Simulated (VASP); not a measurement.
# Y (Pm-3m) in VASP: a series of runs

Runs on Y. Level: PBE. Tasks: single point, relaxation of cell and atoms.

Everything below comes from runs of VASP 6.6.1. Logs are shortened: lines on timing, memory, paths and dates and some standing lists are left out, and cuts for length are marked.

**1. The cell of the first run**

The structure is cubic, space group Pm-3m (No. 221). The conventional cell has a = 3.272 Å, b = 3.272 Å, c = 3.272 Å, α = 90.00°, β = 90.00°, γ = 90.00°. Y (site symmetry m-3m) has 6 Y at 3.27 Å within 4.3 Å.

This isn't the form of Y at room conditions, which is hcp.

**2. Single point, PBE**

INCAR reads:

```
SYSTEM = Y
PREC     = Accurate       ! precision mode
ENCUT    = 520            ! plane-wave cutoff, eV
EDIFF    = 1E-7           ! SCF threshold, eV
ISMEAR   = -1             ! smearing method
SIGMA    = 0.1            ! smearing width, eV
LREAL    = .FALSE.        ! projectors in reciprocal space
LASPH    = .TRUE.         ! aspherical terms in the spheres
NELM     = 100            ! most SCF steps
ALGO     = Normal         ! electronic algorithm
ISIF     = 2              ! what is computed and relaxed
LWAVE    = .FALSE.        ! write WAVECAR
LCHARG   = .FALSE.        ! write CHGCAR
GGA      = PE             ! functional
NBANDS   = 12             ! bands
```

KPOINTS reads:

```
Automatic mesh
0
G
  16 16 16
  0 0 0
```

POSCAR reads:

```
Y
1.0
    3.2720785542      0.0000000000      0.0000000000
    0.0000000000      3.2720785542      0.0000000000
    0.0000000000      0.0000000000      3.2720785542
Y
1
Direct
    0.0000000000      0.0000000000      0.0000000000
```

Potentials or basis: VASP PAW PBE potentials, release 64 (Y_sv).

Started as:

```console
> cat potpaw_PBE.64/Y_sv/POTCAR > POTCAR
> mpirun -np 1 vasp_std > vasp.out
```

OUTCAR:

```text
SYSTEM = Y
   PREC = Accurate
   ENCUT = 520
   EDIFF = 1E-7
   ISMEAR = -1
   LREAL = .FALSE.
   LASPH = .TRUE.
   NELM = 100
   ISIF = 2
   GGA = PE

 ion  position               nearest neighbor table
   1  0.000  0.000  0.000-

  LATTYP: Found a simple cubic cell.
 ALAT       =     3.2720785542

  Lattice vectors:

 A1 = (   3.2720785542,   0.0000000000,   0.0000000000)
 A2 = (   0.0000000000,   3.2720785542,   0.0000000000)
 A3 = (   0.0000000000,   0.0000000000,   3.2720785542)

Analysis of symmetry for initial positions (statically):
=====================================================================
 Subroutine PRICEL returns:
 Original cell was already a primitive cell.

 Routine SETGRP: Setting up the symmetry group for a
 simple cubic supercell.

 Subroutine GETGRP returns: Found 48 space group operations
 (whereof 48 operations were pure point group operations)
 out of a pool of 48 trial point group operations.

The static configuration has the point symmetry O_h .

Analysis of symmetry for dynamics (positions and initial velocities):
=====================================================================
 Subroutine PRICEL returns:
 Original cell was already a primitive cell.

 Routine SETGRP: Setting up the symmetry group for a
 simple cubic supercell.

 Subroutine GETGRP returns: Found 48 space group operations
 (whereof 48 operations were pure point group operations)
 out of a pool of 48 trial point group operations.

The dynamic configuration has the point symmetry O_h .

 Subroutine INISYM returns: Found 48 space group operations
 (whereof 48 operations are pure point group operations),
 and found     1 'primitive' translations

----------------------------------------------------------------------------------------

                                     Primitive cell

  volume of cell :      35.0325

  direct lattice vectors                    reciprocal lattice vectors
     3.272078554  0.000000000  0.000000000     0.305616135  0.000000000  0.000000000
     0.000000000  3.272078554  0.000000000     0.000000000  0.305616135  0.000000000
     0.000000000  0.000000000  3.272078554     0.000000000  0.000000000  0.305616135

  length of vectors
     3.272078554  3.272078554  3.272078554     0.305616135  0.305616135  0.305616135

  position of ions in fractional coordinates (direct lattice)
     0.000000000  0.000000000  0.000000000

  ion indices of the primitive-cell ions
   primitive index   ion index
                 1           1

----------------------------------------------------------------------------------------

 KPOINTS: Automatic mesh

Automatic generation of k-mesh.
 Grid dimensions read from file:
 generate k-points for:   16   16   16

 Generating k-lattice:

  Cartesian coordinates                     Fractional coordinates (reciprocal lattice)
     0.019101008  0.000000000  0.000000000     0.062500000  0.000000000  0.000000000
     0.000000000  0.019101008  0.000000000     0.000000000  0.062500000  0.000000000
     0.000000000  0.000000000  0.019101008     0.000000000  0.000000000  0.062500000

  Length of vectors
     0.019101008  0.019101008  0.019101008

  Shift w.r.t. Gamma in fractional coordinates (k-lattice)
     0.000000000  0.000000000  0.000000000

 Subroutine IBZKPT returns following result:
 ===========================================

 Found    165 irreducible k-points:

 Following reciprocal coordinates:
            Coordinates               Weight
  0.000000  0.000000  0.000000      1.000000
  0.062500  0.000000  0.000000      6.000000
  0.125000  0.000000  0.000000      6.000000
  0.187500  0.000000  0.000000      6.000000
  0.250000  0.000000  0.000000      6.000000
  0.312500  0.000000  0.000000      6.000000
[... 16 lines left out ...]
  0.437500  0.125000  0.000000     24.000000
  0.500000  0.125000  0.000000     12.000000
 [... further k-points ...]
   k-points           NKPTS =    165   k-points in BZ     NKDIM =    165   number of bands    NBANDS=     12
   number of dos      NEDOS =    301   number of ions     NIONS =      1
   total plane-waves  NPLWV =  13824
   dimension x,y,z NGX =    24 NGY =   24 NGZ =   24
   dimension x,y,z NGXF=    48 NGYF=   48 NGZF=   48
   ions per type =               1
   NGX,Y,Z   is equivalent  to a cutoff of  12.19, 12.19, 12.19 a.u.
   NGXF,Y,Z  is equivalent  to a cutoff of  24.39, 24.39, 24.39 a.u.
 SYSTEM =  Y
   PREC   = accura    normal or accurate (medium, high low for compatibility)
   ISTART =      0    job   : 0-new  1-cont  2-samecut
   ICHARG =      2    charge: 1-file 2-atom 10-const
   ISPIN  =      1    spin polarized calculation?
   LNONCOLLINEAR =      F non collinear calculations
   LSORBIT =      F    spin-orbit coupling
   LASPH  =      T    aspherical Exc in radial PAW
   ENCUT  =  520.0 eV  38.22 Ry    6.18 a.u.   6.08  6.08  6.08*2*pi/ulx,y,z
   NELM   =    100;   NELMIN=  2; NELMDL= -5     # of ELM steps
   EDIFF  = 0.1E-06   stopping-criterion for ELM
   LREAL  =      F    real-space projection
   EDIFFG = 0.1E-05   stopping-criterion for IOM
   NSW    =      0    number of steps for IOM
   IBRION =     -1    ionic relax: 0-MD 1-quasi-New 2-CG
   NFREE  =      0    steps in history (QN), initial steepest desc. (CG)
   ISIF   =      2    stress and relaxation
   ISYM   =      2    0-nonsym 1-usesym 2-fastsym
   POTIM  = 0.5000    time-step for ionic-motion
   TEBEG  =    0.0;   TEEND  =   0.0 temperature during run
   PSTRESS=    0.0 pullay stress
   NELECT =      11.0000    total number of electrons
   NUPDOWN=      -1.0000    fix difference up-down
   EMIN   =  10.00;   EMAX   =-10.00  energy-range for DOS
   EFERMI =   0.00;   METHOD = LEGACY
   ISMEAR =    -1;   SIGMA  =   0.10  broadening in eV -4-tet -1-fermi 0-gaus
   EFERMI_NEDOS =   21; number of points for ismear=-14 and -15
   IALGO  =     38    algorithm
   IMIX   =      4    mixing-type and parameters
     AMIX     =   0.40;   BMIX     =  1.00
     AMIX_MAG =   1.60;   BMIX_MAG =  1.00
  volume/ion in A,a.u.               =      35.03       236.41
  Fermi-wavevector in a.u.,A,eV,Ry     =   1.112710  2.102717 16.845695  1.238124
  Thomas-Fermi vector in A             =   2.249287
   LORBIT       =      0    0 simple, 1 ext, 2 COOP (PROOUT), +10 PAW based schemes
   GGA     = PE    functional components
   LHFCALC =     F    Hartree Fock is set to
   AEXX    =    0.0000 exact exchange contribution
   IVDW    =     0    specifies the selected vdW correction
   LEPSILON=     F    determine dielectric tensor
   LRPA    =     F    only Hartree local field effects (RPA)
 non-spin polarized calculation
  energy-cutoff  :      520.00
  volume of cell :       35.03
 maximum number of plane-waves:       968
   NGX = 13   NGY = 13   NGZ = 13

 number of electron      10.9999998 magnetization

 Free energy of the ion-electron system (eV)
  ---------------------------------------------------
  ext. energy  EPLUGINS =         0.00000000
  ---------------------------------------------------
  free energy    TOTEN  =        -5.67734625 eV

  energy without entropy =       -5.59620424  energy(sigma->0) =       -5.63677524

 E-fermi :   2.6860     XC(G=0):  -9.1278

 val. band max:        2.6781950828   @ k =   0.1875   0.0625   0.0625
 cond. band min:       2.6868058970   @ k =   0.4375   0.1875   0.1875
 fundamental gap:      0.0086108141
 Fermi energy:         2.6859792992

 k-point     1 :       0.0000    0.0000    0.0000
  band No.  band energies     occupation
      1     -40.3309      2.00000
      2     -19.9824      2.00000
      3     -19.9824      2.00000
      4     -19.9824      2.00000
      5      -1.7765      2.00000
      6       2.0898      1.99486
      7       2.0898      1.99486
      8       7.8382      0.00000
      9       7.8382      0.00000
     10       7.8382      0.00000
     11      12.7432      0.00000
     12      12.7432      0.00000

 k-point     2 :       0.0625    0.0000    0.0000
  band No.  band energies     occupation
      1     -40.3285      2.00000
      2     -20.0100      2.00000
      3     -19.9801      2.00000
      4     -19.9801      2.00000
      5      -1.7004      2.00000
      6       2.1128      1.99354
      7       2.1551      1.99016
      8       7.6893      0.00000
      9       7.6893      0.00000
     10       7.8474      0.00000
     11      12.3427      0.00000
     12      12.9329      0.00000

 k-point     3 :       0.1250    0.0000    0.0000
  band No.  band energies     occupation
      1     -40.3215      2.00000
      2     -20.0881      2.00000
      3     -19.9735      2.00000
      4     -19.9735      2.00000
      5      -1.4802      2.00000
      6       2.1797      1.98743
      7       2.3398      1.93917
      8       7.3144      0.00000
      9       7.3144      0.00000
     10       7.8737      0.00000
     11      11.4997      0.00000
     12      13.4262      0.00000
[... 286 lines left out ...]
 k-point    23 :       0.4375    0.1250    0.0000
  band No.  band energies     occupation
      1     -40.2593      2.00000
      2     -20.6283      2.00000
      3     -20.0235      2.00000
      4     -19.9149      2.00000
      5       1.0209      2.00000
      6       2.5370      1.63207
      7       3.0363      0.05845
      8       5.4921      0.00000
      9       5.5510      0.00000
     10       7.6583      0.00000
     11      10.0424      0.00000
     12      13.2877      0.00000

 k-point    24 :       0.5000    0.1250    0.0000
  band No.  band energies     occupation
      1     -40.2568      2.00000
      2     -20.6527      2.00000
      3     -20.0210      2.00000
      4     -19.9126      2.00000
      5       1.2565      2.00000
      6       2.3561      1.92878
      7       3.0531      0.04963
      8       5.4876      0.00000
      9       5.4929      0.00000
     10       7.6709      0.00000
     11      10.1560      0.00000
     12      13.1754      0.00000

 [... further k-points ...]

------------------------ aborting loop because EDIFF is reached ----------------------------------------

  FORCE on cell =-STRESS in cart. coord.  units (eV):
  Direction    XX          YY          ZZ          XY          YZ          ZX
  --------------------------------------------------------------------------------------
  -------------------------------------------------------------------------------------
  Total       -0.0238614     -0.0238614     -0.0238614     -0.0000000      0.0000000     -0.0000000
  in kB       -1.0912780     -1.0912780     -1.0912780     -0.0000000      0.0000000     -0.0000000
  external PRESSURE =      -1.0912780 kB  Pullay stress =       0.0000000 kB

 VOLUME and BASIS-vectors are now :
 -----------------------------------------------------------------------------
  energy-cutoff  :      520.00
  volume of cell :       35.03
      direct lattice vectors                 reciprocal lattice vectors
     3.272078554  0.000000000  0.000000000     0.305616135  0.000000000  0.000000000
     0.000000000  3.272078554  0.000000000     0.000000000  0.305616135  0.000000000
     0.000000000  0.000000000  3.272078554     0.000000000  0.000000000  0.305616135

 POSITION                                       TOTAL-FORCE (eV/Angst)
 -----------------------------------------------------------------------------------
      0.00000      0.00000      0.00000         0.000000      0.000000      0.000000
 -----------------------------------------------------------------------------------
    total drift:                                0.000000      0.000000      0.000000

  FREE ENERGIE OF THE ION-ELECTRON SYSTEM (eV)
  ---------------------------------------------------
  free  energy   TOTEN  =        -5.6773462490 eV

  energy  without entropy=       -5.5962042353  energy(sigma->0) =       -5.63677524
```

It took 26 s on 1 thread of Intel Xeon Platinum 8559C (Emerald Rapids), shared host; peak memory 0.2 GiB.

Results:

| Item | Value |
| --- | --- |
| Free energy | -5.6773 eV |
| Pressure | -0.1 GPa |
| Band gap on the k mesh | zero (an odd number of electrons rules out a gap without spin polarisation) |

(Part 1 of 2 ends here.)

The gap in the log of VASP goes by the Fermi energy; the results here count the filled bands.